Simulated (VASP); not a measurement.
# CsPbCl3 (Pm-3m) in VASP: relaxation of the atoms with r2SCAN

Aim: the relaxation of the atoms of CsPbCl3 with r2SCAN.

All numbers are computed with VASP 6.6.1; they aren't measurements. Logs are shortened: lines on timing, memory, paths and dates and some standing lists are left out, and cuts for length are marked.

## Step 1: The cell of the first run

The structure is cubic, space group Pm-3m (No. 221). The conventional cell has a = 5.556 Å, b = 5.556 Å, c = 5.556 Å, α = 90.00°, β = 90.00°, γ = 90.00°. Cs (site symmetry m-3m) has 12 Cl at 3.93 Å and 8 Pb at 4.81 Å within 5.2 Å. Within 3.7 Å of Pb (site symmetry m-3m) lie 6 Cl at 2.78 Å. Within 3.7 Å of Cl (site symmetry 4/mmm) lie 2 Pb at 2.78 Å.

## Step 2: Relaxation of the atoms, r2SCAN

POSCAR

```
CsPbCl3
1.0
    5.5562375800      0.0000000000      0.0000000000
    0.0000000000      5.5562375800      0.0000000000
    0.0000000000      0.0000000000      5.5562375800
Cs Pb Cl
1 1 3
Direct
    0.0000000000      0.0000000000      0.0000000000
    0.5000000000      0.5000000000      0.5000000000
    0.5000000000      0.5000000000      0.0000000000
    0.0000000000      0.5000000000      0.5000000000
    0.5000000000      0.0000000000      0.5000000000
```

INCAR.step1

```
SYSTEM = CsPbCl3
PREC = Accurate
ENCUT = 520
ISMEAR = -1
SIGMA = 0.02
LREAL = .FALSE.
LASPH = .TRUE.
NELM = 80
GGA = PE
ALGO = Normal
EDIFF = 1E-4
LWAVE = .TRUE.
LCHARG = .FALSE.
KPAR = 4
```

INCAR.step2

```
SYSTEM = CsPbCl3
PREC = Accurate
ENCUT = 520
EDIFF = 1E-6
ISMEAR = -1
SIGMA = 0.02
LREAL = .FALSE.
LASPH = .TRUE.
NELM = 80
ALGO = Normal
ISIF = 2
LWAVE = .FALSE.
LCHARG = .FALSE.
METAGGA = R2SCAN
LMIXTAU = .TRUE.
IBRION = 2
NSW = 50
EDIFFG = -0.01
ISTART = 1
KPAR = 4
```

KPOINTS

```
Automatic mesh
0
G
  6 6 6
  0 0 0
```

Potentials or basis: VASP PAW PBE potentials, release 64 (Cs_sv, Pb_d, Cl).

On the command line:

```
$ cat potpaw_PBE.64/Cs_sv/POTCAR potpaw_PBE.64/Pb_d/POTCAR potpaw_PBE.64/Cl/POTCAR > POTCAR
$ cp INCAR.step1 INCAR
$ mpirun -np 4 vasp_std > vasp.out
$ cp INCAR.step2 INCAR
$ mpirun -np 4 vasp_std > vasp.out
```

OUTCAR:

```text
SYSTEM = CsPbCl3
   PREC = Accurate
   ENCUT = 520
   EDIFF = 1E-6
   ISMEAR = -1
   LREAL = .FALSE.
   LASPH = .TRUE.
   NELM = 80
   ISIF = 2
   METAGGA = R2SCAN
   IBRION = 2
   NSW = 50
   EDIFFG = -0.01
   ISTART = 1

 ion  position               nearest neighbor table
   1  0.000  0.000  0.000-
   2  0.500  0.500  0.500-   3 2.78   4 2.78   5 2.78   3 2.78   5 2.78   4 2.78
   3  0.500  0.500  0.000-   2 2.78   2 2.78
   4  0.000  0.500  0.500-   2 2.78   2 2.78
   5  0.500  0.000  0.500-   2 2.78   2 2.78

  LATTYP: Found a simple cubic cell.
 ALAT       =     5.5562375800

  Lattice vectors:

 A1 = (   5.5562375800,   0.0000000000,   0.0000000000)
 A2 = (   0.0000000000,   5.5562375800,   0.0000000000)
 A3 = (   0.0000000000,   0.0000000000,   5.5562375800)

Analysis of symmetry for initial positions (statically):
=====================================================================
 Subroutine PRICEL returns:
 Original cell was already a primitive cell.

 Routine SETGRP: Setting up the symmetry group for a
 simple cubic supercell.

 Subroutine GETGRP returns: Found 48 space group operations
 (whereof 48 operations were pure point group operations)
 out of a pool of 48 trial point group operations.

The static configuration has the point symmetry O_h .

Analysis of symmetry for dynamics (positions and initial velocities):
=====================================================================
 Subroutine PRICEL returns:
 Original cell was already a primitive cell.

 Routine SETGRP: Setting up the symmetry group for a
 simple cubic supercell.

 Subroutine GETGRP returns: Found 48 space group operations
 (whereof 48 operations were pure point group operations)
 out of a pool of 48 trial point group operations.

The dynamic configuration has the point symmetry O_h .

 Subroutine INISYM returns: Found 48 space group operations
 (whereof 48 operations are pure point group operations),
 and found     1 'primitive' translations

----------------------------------------------------------------------------------------

                                     Primitive cell

  volume of cell :     171.5309

  direct lattice vectors                    reciprocal lattice vectors
     5.556237580  0.000000000  0.000000000     0.179977905  0.000000000  0.000000000
     0.000000000  5.556237580  0.000000000     0.000000000  0.179977905  0.000000000
     0.000000000  0.000000000  5.556237580     0.000000000  0.000000000  0.179977905

  length of vectors
     5.556237580  5.556237580  5.556237580     0.179977905  0.179977905  0.179977905

  position of ions in fractional coordinates (direct lattice)
     0.000000000  0.000000000  0.000000000
     0.500000000  0.500000000  0.500000000
     0.500000000  0.500000000  0.000000000
     0.000000000  0.500000000  0.500000000
     0.500000000  0.000000000  0.500000000

  ion indices of the primitive-cell ions
   primitive index   ion index
                 1           1
                 2           2
                 3           3
                 4           4
                 5           5

----------------------------------------------------------------------------------------

 KPOINTS: Automatic mesh

Automatic generation of k-mesh.
 Grid dimensions read from file:
 generate k-points for:    6    6    6

 Generating k-lattice:

  Cartesian coordinates                     Fractional coordinates (reciprocal lattice)
     0.029996318  0.000000000  0.000000000     0.166666667  0.000000000  0.000000000
     0.000000000  0.029996318  0.000000000     0.000000000  0.166666667  0.000000000
     0.000000000  0.000000000  0.029996318     0.000000000  0.000000000  0.166666667

  Length of vectors
     0.029996318  0.029996318  0.029996318

  Shift w.r.t. Gamma in fractional coordinates (k-lattice)
     0.000000000  0.000000000  0.000000000

 Subroutine IBZKPT returns following result:
 ===========================================

 Found     20 irreducible k-points:

 Following reciprocal coordinates:
            Coordinates               Weight
  0.000000  0.000000  0.000000      1.000000
  0.166667  0.000000  0.000000      6.000000
  0.333333  0.000000  0.000000      6.000000
  0.500000  0.000000  0.000000      3.000000
  0.166667  0.166667  0.000000     12.000000
  0.333333  0.166667  0.000000     24.000000
[... 12 lines left out ...]
  0.500000  0.500000  0.333333      6.000000
  0.500000  0.500000  0.500000      1.000000
   k-points           NKPTS =     20   k-points in BZ     NKDIM =     20   number of bands    NBANDS=     26
   number of dos      NEDOS =    301   number of ions     NIONS =      5
   total plane-waves  NPLWV =  74088
   dimension x,y,z NGX =    42 NGY =   42 NGZ =   42
   dimension x,y,z NGXF=    84 NGYF=   84 NGZF=   84
   ions per type =               1   1   3
   NGX,Y,Z   is equivalent  to a cutoff of  12.57, 12.57, 12.57 a.u.
   NGXF,Y,Z  is equivalent  to a cutoff of  25.13, 25.13, 25.13 a.u.
 SYSTEM =  CsPbCl3
   PREC   = accura    normal or accurate (medium, high low for compatibility)
   ISTART =      1    job   : 0-new  1-cont  2-samecut
   ICHARG =      0    charge: 1-file 2-atom 10-const
   ISPIN  =      1    spin polarized calculation?
   LNONCOLLINEAR =      F non collinear calculations
   LSORBIT =      F    spin-orbit coupling
   LASPH  =      T    aspherical Exc in radial PAW
   ENCUT  =  520.0 eV  38.22 Ry    6.18 a.u.  10.33 10.33 10.33*2*pi/ulx,y,z
   NELM   =     80;   NELMIN=  2; NELMDL=  0     # of ELM steps
   EDIFF  = 0.1E-05   stopping-criterion for ELM
   LREAL  =      F    real-space projection
   EDIFFG = -.1E-01   stopping-criterion for IOM
   NSW    =     50    number of steps for IOM
   IBRION =      2    ionic relax: 0-MD 1-quasi-New 2-CG
   NFREE  =      1    steps in history (QN), initial steepest desc. (CG)
   ISIF   =      2    stress and relaxation
   ISYM   =      2    0-nonsym 1-usesym 2-fastsym
   POTIM  = 0.5000    time-step for ionic-motion
   TEBEG  =    0.0;   TEEND  =   0.0 temperature during run
   PSTRESS=    0.0 pullay stress
   NELECT =      44.0000    total number of electrons
   NUPDOWN=      -1.0000    fix difference up-down
   EMIN   =  10.00;   EMAX   =-10.00  energy-range for DOS
   EFERMI =   0.00;   METHOD = LEGACY
   ISMEAR =    -1;   SIGMA  =   0.02  broadening in eV -4-tet -1-fermi 0-gaus
   EFERMI_NEDOS =   21; number of points for ismear=-14 and -15
   IALGO  =     38    algorithm
   IMIX   =      4    mixing-type and parameters
     AMIX     =   0.40;   BMIX     =  1.00
     AMIX_MAG =   1.60;   BMIX_MAG =  1.00
  volume/ion in A,a.u.               =      34.31       231.51
  Fermi-wavevector in a.u.,A,eV,Ry     =   1.040187  1.965669 14.721365  1.081990
  Thomas-Fermi vector in A             =   2.174752
   LORBIT       =      0    0 simple, 1 ext, 2 COOP (PROOUT), +10 PAW based schemes
   METAGGA = R2SCAN    functional components
   LHFCALC =     F    Hartree Fock is set to
   AEXX    =    0.0000 exact exchange contribution
   IVDW    =     0    specifies the selected vdW correction
   LEPSILON=     F    determine dielectric tensor
   LRPA    =     F    only Hartree local field effects (RPA)
 conjugate gradient relaxation of ions
 non-spin polarized calculation
  energy-cutoff  :      520.00
  volume of cell :      171.53
 maximum number of plane-waves:      4645
 NGX is ok and might be reduce to    42
   NGX = 21   NGY = 21   NGZ = 21

 number of electron      43.9999985 magnetization

 Free energy of the ion-electron system (eV)
  ---------------------------------------------------
  ext. energy  EPLUGINS =         0.00000000
  ---------------------------------------------------
  free energy    TOTEN  =      -108.12720393 eV

  energy without entropy =     -108.12720393  energy(sigma->0) =     -108.12720393

 E-fermi :   2.3926     XC(G=0):  -8.3785

 val. band max:        1.9602210064   @ k =   0.5000   0.5000   0.5000
 cond. band min:       4.1357245252   @ k =   0.5000   0.5000   0.5000
 fundamental gap:      2.1755035189
 Fermi energy:         2.3926255665

 k-point     1 :       0.0000    0.0000    0.0000
  band No.  band energies     occupation
      1     -20.2306      2.00000
      2     -15.6380      2.00000
      3     -15.6380      2.00000
      4     -15.3012      2.00000
      5     -15.3012      2.00000
      6     -15.3012      2.00000
[... 18 lines left out ...]
     25       6.3539      0.00000
     26       7.3776      0.00000

 k-point     2 :       0.1667    0.0000    0.0000
  band No.  band energies     occupation
      1     -20.2298      2.00000
      2     -15.6379      2.00000
      3     -15.6038      2.00000
      4     -15.3016      2.00000
      5     -15.3016      2.00000
      6     -15.3012      2.00000
[... 18 lines left out ...]
     25       6.5642      0.00000
     26       7.4814      0.00000

 k-point     3 :       0.3333    0.0000    0.0000
  band No.  band energies     occupation
      1     -20.2284      2.00000
      2     -15.6377      2.00000
      3     -15.5330      2.00000
      4     -15.3026      2.00000
      5     -15.3026      2.00000
      6     -15.3011      2.00000
[... 18 lines left out ...]
     25       7.0404      0.00000
     26       7.1959      0.00000

 k-point     4 :       0.5000    0.0000    0.0000
  band No.  band energies     occupation
      1     -20.2277      2.00000
      2     -15.6377      2.00000
      3     -15.4963      2.00000
      4     -15.3031      2.00000
      5     -15.3031      2.00000
      6     -15.3011      2.00000
[... 18 lines left out ...]
     25       7.3288      0.00000
     26       7.6675      0.00000
[... 380 lines left out ...]
      1     -20.2244      2.00000
      2     -15.4601      2.00000
      3     -15.4120      2.00000
      4     -15.3045      2.00000
      5     -15.3044      2.00000
      6     -15.3040      2.00000
[... 18 lines left out ...]
     25       5.2623      0.00000
     26       7.6013      0.00000

 k-point    19 :       0.5000    0.5000    0.3333
  band No.  band energies     occupation
      1     -20.2239      2.00000
      2     -15.4370      2.00000
      3     -15.3845      2.00000
      4     -15.3050      2.00000
      5     -15.3045      2.00000
      6     -15.3045      2.00000
[... 18 lines left out ...]
     25       5.0395      0.00000
     26       7.6593      0.00000

 k-point    20 :       0.5000    0.5000    0.5000
  band No.  band energies     occupation
      1     -20.2234      2.00000
      2     -15.3845      2.00000
      3     -15.3845      2.00000
      4     -15.3050      2.00000
      5     -15.3050      2.00000
      6     -15.3050      2.00000
[... 18 lines left out ...]
     25       4.1357      0.00000
     26       7.4711      0.00000

------------------------ aborting loop because EDIFF is reached ----------------------------------------

  FORCE on cell =-STRESS in cart. coord.  units (eV):
  Direction    XX          YY          ZZ          XY          YZ          ZX
  --------------------------------------------------------------------------------------
  -------------------------------------------------------------------------------------
  Total        1.8976822      1.8976822      1.8976822      0.0000000      0.0000000     -0.0000000
  in kB       17.7252206     17.7252206     17.7252206      0.0000000      0.0000000     -0.0000000
  external PRESSURE =      17.7252206 kB  Pullay stress =       0.0000000 kB

 VOLUME and BASIS-vectors are now :
 -----------------------------------------------------------------------------
  energy-cutoff  :      520.00
  volume of cell :      171.53
      direct lattice vectors                 reciprocal lattice vectors
     5.556237580  0.000000000  0.000000000     0.179977905  0.000000000  0.000000000
     0.000000000  5.556237580  0.000000000     0.000000000  0.179977905  0.000000000
     0.000000000  0.000000000  5.556237580     0.000000000  0.000000000  0.179977905

 POSITION                                       TOTAL-FORCE (eV/Angst)
 -----------------------------------------------------------------------------------
      0.00000      0.00000      0.00000         0.000000      0.000000      0.000000
      2.77812      2.77812      2.77812         0.000000      0.000000      0.000000
      2.77812      2.77812      0.00000         0.000000      0.000000      0.000000
      0.00000      2.77812      2.77812         0.000000      0.000000      0.000000
      2.77812      0.00000      2.77812         0.000000      0.000000      0.000000
 -----------------------------------------------------------------------------------
    total drift:                                0.000000     -0.000000     -0.000000

  FREE ENERGIE OF THE ION-ELECTRON SYSTEM (eV)
  ---------------------------------------------------
  free  energy   TOTEN  =      -108.1272039293 eV

  energy  without entropy=     -108.1272039293  energy(sigma->0) =     -108.12720393

 reached required accuracy - stopping structural energy minimisation
```

Run time: 76 s. Hardware: 4 MPI ranks of Intel Xeon Platinum 8375C at 2.90GHz (Ice Lake), shared host; peak memory 0.34 GiB.

Results:

```
Free energy             : -108.1272 eV
Pressure after relaxing : 1.8 GPa
Band gap on the k mesh  : 2.18 eV
```

Final structure:
```
Cs Pb Cl
1.0
     5.55624    0.00000    0.00000
     0.00000    5.55624    0.00000
     0.00000    0.00000    5.55624
Cs Pb Cl
1 1 3
Cartesian
  0.0000 0.0000 0.0000
  2.7781 2.7781 2.7781
  2.7781 2.7781 0.0000
  0.0000 2.7781 2.7781
  2.7781 0.0000 2.7781
```

Caveat: the relaxation stopped at its first step, so nothing moved; the PAW data sets were made with another functional, which shifts forces and pressure a little; spin-orbit coupling is left out, which moves the levels of the heavy elements. r2SCAN opens gaps a little over a GGA but as a rule still falls short of measured ones.
